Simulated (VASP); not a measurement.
# Al3C in VASP: single point with PBE

Aim: the single point of Al3C with PBE.

Program: VASP 6.6.1. These are calculated values, not measurements. Logs are shortened: lines on timing, memory, paths and dates and some standing lists are left out, and cuts for length are marked.

### Step 1. The cell of the first run

The cell holds a slab with vacuum, 4 atoms: a = 2.857 Å, b = 2.857 Å, c = 21.602 Å, α = 90.00°, β = 90.00°, γ = 120.00°.

### Step 2. Single point, PBE, collinear spin

INCAR reads:

```
PREC = Accurate ; ENCUT = 520
EDIFF = 1E-7 ; ISMEAR = 0
SIGMA = 0.1 ; LREAL = F
LASPH = T ; NELM = 150
ALGO = Normal ; ISIF = 2
LWAVE = F ; LCHARG = T
ISPIN = 2 ; MAGMOM = 0 0 0 2
LORBIT = 11 ; LDIPOL = T
IDIPOL = 3 ; DIPOL = 0.5 0.5 0.334
GGA = PE ; LELF = T
LVHAR = T ; LVACPOTAV = T
NBANDS = 18
```

KPOINTS reads:

```
regular mesh
0
Gamma
  9 9 1
```

POSCAR reads:

```
Al3C
1.0
    2.8571514048      0.0000000000      0.0000000000
   -1.4285757024      2.4743656990      0.0000000000
    0.0000000000      0.0000000000     21.6016424675
Al C
3 1
Direct
    0.6666666667      0.3333333333      0.1851711047
    0.3333333333      0.6666666667      0.2916873739
    0.0000000000      0.0000000000      0.3981939096
    0.0000000000      0.0000000000      0.4620779407
```

Potentials or basis: VASP PAW PBE potentials, release 64 (Al, C).

Launch:

```sh
cat potpaw_PBE.64/Al/POTCAR potpaw_PBE.64/C/POTCAR > POTCAR
mpirun -np 1 vasp_std > vasp.out
```

OUTCAR:

```text
PREC = Accurate
   ENCUT = 520
   EDIFF = 1E-7
   ISMEAR = 0
   LREAL = F
   LASPH = T
   NELM = 150
   ISIF = 2
   ISPIN = 2
   LORBIT = 11
   GGA = PE

 ion  position               nearest neighbor table
   1  0.667  0.333  0.185-   2 2.83   2 2.83   2 2.83
   2  0.333  0.667  0.292-   3 2.83   3 2.83   3 2.83   1 2.83   1 2.83   1 2.83
   3  0.000  0.000  0.398-   4 1.38   2 2.83   2 2.83   2 2.83
   4  0.000  0.000  0.462-   3 1.38

  LATTYP: Found a hexagonal cell.
 ALAT       =     2.8571514048
 C/A-ratio  =     7.5605522449

  Lattice vectors:

 A1 = (   2.8571514048,   0.0000000000,   0.0000000000)
 A2 = (  -1.4285757024,   2.4743656990,   0.0000000000)
 A3 = (   0.0000000000,   0.0000000000,  21.6016424675)

Analysis of symmetry for initial positions (statically):
=====================================================================
 Subroutine PRICEL returns:
 Original cell was already a primitive cell.

 Routine SETGRP: Setting up the symmetry group for a
 hexagonal supercell.

 Subroutine GETGRP returns: Found  6 space group operations
 (whereof  6 operations were pure point group operations)
 out of a pool of 24 trial point group operations.

The static configuration has the point symmetry C_3v.

Analysis of symmetry for dynamics (positions and initial velocities):
=====================================================================
 Subroutine PRICEL returns:
 Original cell was already a primitive cell.

 Routine SETGRP: Setting up the symmetry group for a
 hexagonal supercell.

 Subroutine GETGRP returns: Found  6 space group operations
 (whereof  6 operations were pure point group operations)
 out of a pool of 24 trial point group operations.

The dynamic configuration has the point symmetry C_3v.

Analysis of structural, dynamic, and magnetic symmetry:
=====================================================================
 Subroutine PRICEL returns:
 Original cell was already a primitive cell.

 Routine SETGRP: Setting up the symmetry group for a
 hexagonal supercell.

 Subroutine GETGRP returns: Found  6 space group operations
 (whereof  6 operations were pure point group operations)
 out of a pool of 24 trial point group operations.

The overall configuration has the point symmetry C_3v.

 Subroutine INISYM returns: Found  6 space group operations
 (whereof  6 operations are pure point group operations),
 and found     1 'primitive' translations
[... 117 lines left out ...]
 spin polarized calculation
 Gauss-broadening in eV      SIGMA  =   0.10
  energy-cutoff  :      520.00
  volume of cell :      152.72
 maximum number of plane-waves:      4143
 NGX is ok and might be reduce to    24
   NGX = 11   NGY = 11   NGZ = 81

 number of electron      13.0000000 magnetization       1.0798258

 dipolmoment           0.000000      0.000000      0.102799 electrons x Angstroem

 Free energy of the ion-electron system (eV)
  ---------------------------------------------------
  ext. energy  EPLUGINS =         0.00000000
  ---------------------------------------------------
  free energy    TOTEN  =        -8.95195248 eV

  energy without entropy =       -8.94042045  energy(sigma->0) =       -8.94618646

 E-fermi :  -0.6971     XC(G=0):  -4.6187

 val. band max:       -0.7272890795   @ k =   0.3333   0.0000   0.0000
 cond. band min:      -0.6616073271   @ k =   0.1111   0.1111   0.0000
 fundamental gap:      0.0656817524
 Fermi energy:        -0.6971258388

 spin component 1

 k-point     1 :       0.0000    0.0000    0.0000
  band No.  band energies     occupation
      1     -13.4654      1.00000
      2     -11.0723      1.00000
      3      -8.8388      1.00000
      4      -5.7667      1.00000
      5      -3.3154      1.00000
      6      -0.7646      0.82989
[... 228 lines left out ...]
      4      -3.5030      1.00000
      5      -3.2246      1.00000
      6      -3.1202      1.00000
[... 10 lines left out ...]
     17       9.6463      0.00000
     18       9.8685      0.00000
 Fermi energy:        -0.6971258388

 spin component 2

 k-point     1 :       0.0000    0.0000    0.0000
  band No.  band energies     occupation
      1     -12.7721      1.00000
      2     -10.9797      1.00000
      3      -8.6785      1.00000
      4      -5.5108      1.00000
      5      -2.1852      1.00000
      6      -0.0251      0.00000
[... 229 lines left out ...]
      5      -3.0602      1.00000
      6      -3.0286      1.00000
[... 10 lines left out ...]
     17       9.7435      0.00000
     18      10.0236      0.00000

------------------------ aborting loop because EDIFF is reached ----------------------------------------

  FORCE on cell =-STRESS in cart. coord.  units (eV):
  Direction    XX          YY          ZZ          XY          YZ          ZX
  --------------------------------------------------------------------------------------
  -------------------------------------------------------------------------------------
  Total       -1.1498505     -1.1498505     41.6523018     -0.0000000      0.0000000      0.0000000
  in kB      -12.0633534    -12.0633534    436.9841392     -0.0000000      0.0000000      0.0000000
  external PRESSURE =     137.6191441 kB  Pullay stress =       0.0000000 kB

 VOLUME and BASIS-vectors are now :
 -----------------------------------------------------------------------------
  energy-cutoff  :      520.00
  volume of cell :      152.72
      direct lattice vectors                 reciprocal lattice vectors
     2.857151405  0.000000000  0.000000000     0.349998953  0.202071990  0.000000000
    -1.428575702  2.474365699  0.000000000     0.000000000  0.404143979  0.000000000
     0.000000000  0.000000000 21.601642467     0.000000000  0.000000000  0.046292776

 POSITION                                       TOTAL-FORCE (eV/Angst)
 -----------------------------------------------------------------------------------
      1.42858      0.82479      4.00000        -0.000000      0.000000     -0.261633
     -0.00000      1.64958      6.30093         0.000000     -0.000000      0.164497
      0.00000      0.00000      8.60164        -0.000000     -0.000000    -29.490227
      0.00000      0.00000      9.98164        -0.000000     -0.000000     29.587363
 -----------------------------------------------------------------------------------
    total drift:                               -0.000000      0.000000      0.000105

  FREE ENERGIE OF THE ION-ELECTRON SYSTEM (eV)
  ---------------------------------------------------
  free  energy   TOTEN  =        -8.9519524775 eV

  energy  without entropy=       -8.9404204453  energy(sigma->0) =       -8.94618646

 vacuum level on the upper side and lower side of the slab         6.056         3.424

 total charge

# of ion       s       p       d       tot
------------------------------------------
    1        0.450   0.310   0.000   0.760
    2        0.430   0.346   0.000   0.776
    3        0.562   0.621   0.000   1.184
    4        1.057   1.351   0.000   2.408
--------------------------------------------------
tot          2.499   2.629   0.000   5.128

 magnetization (x)

# of ion       s       p       d       tot
------------------------------------------
    1        0.002   0.005   0.000   0.007
    2       -0.001   0.009   0.000   0.009
    3        0.034   0.067   0.000   0.102
    4        0.058   0.515   0.000   0.573
--------------------------------------------------
tot          0.094   0.597   0.000   0.691
```

OSZICAR:

```text
N       E                     dE             d eps       ncg     rms          rms(c)
DAV:   1     0.452445695067E+02    0.45245E+02   -0.40716E+03   864   0.503E+02
DAV:   2    -0.636357347845E+01   -0.51608E+02   -0.46770E+02  1178   0.102E+02
[... 28 lines left out ...]
DAV:  31    -0.895195023500E+01   -0.37690E-06   -0.25373E-07   968   0.165E-03    0.173E-03
DAV:  32    -0.895194962750E+01    0.60750E-06   -0.34917E-08   920   0.795E-04    0.108E-03
DAV:  33    -0.895195153178E+01   -0.19043E-05   -0.39767E-08   852   0.682E-04    0.753E-04
DAV:  34    -0.895195199130E+01   -0.45952E-06   -0.46764E-08   828   0.774E-04    0.227E-04
DAV:  35    -0.895195239340E+01   -0.40210E-06   -0.66433E-09   844   0.342E-04    0.185E-04
DAV:  36    -0.895195247753E+01   -0.84127E-07   -0.62117E-09   856   0.302E-04
   1 F= -.89519525E+01 E0= -.89461865E+01  d E =-.115320E-01  mag=     1.0798
```

stdout:

```text
POSCAR found type information on POSCAR AlC
 POSCAR found :  2 types and       4 ions
 scaLAPACK will be used
 LDA part: xc-table for (Slater+PW92), standard interpolation
 POSCAR, INCAR and KPOINTS ok, starting setup
 FFT: planning ... GRIDC
 FFT: planning ... GRID_SOFT
 FFT: planning ... GRID
 WAVECAR not read
 entering main loop
 -----------------------------------------------------------------------------
|                                                                             |
|           W    W    AA    RRRRR   N    N  II  N    N   GGGG   !!!           |
|           W    W   A  A   R    R  NN   N  II  NN   N  G    G  !!!           |
|           W    W  A    A  R    R  N N  N  II  N N  N  G       !!!           |
|           W WW W  AAAAAA  RRRRR   N  N N  II  N  N N  G  GGG   !            |
|           WW  WW  A    A  R   R   N   NN  II  N   NN  G    G                |
|           W    W  A    A  R    R  N    N  II  N    N   GGGG   !!!           |
|                                                                             |
|     Did not find any points to average over, which means that no vacuum     |
|     field-free region was found. Please increase the size of  your cell     |
|     in the dimension of the dipole correction to obtain accurate            |
|     workfunction values.                                                    |
|                                                                             |
 -----------------------------------------------------------------------------
```

It took 3.8 min on 1 thread of Intel Xeon Platinum 8488C (Sapphire Rapids), shared host; peak memory 0.37 GiB.

What came out:

```yaml
Free_energy: -8.9520 eV
Largest_force: 29.587 eV/Å
Net_moment: 1.08 μB per cell
Site_moments: Al +0.01, +0.10 (each value once); C +0.57 μB
Valence_electrons_inside_the_program's_atomic_spheres: Al 0.76, 0.78, 1.18; C 2.41
```

Forces on the atoms (eV/Å):
```
Al    0.000   0.000  -0.262
Al    0.000   0.000   0.164
Al    0.000   0.000 -29.490
C     0.000   0.000  29.587
```
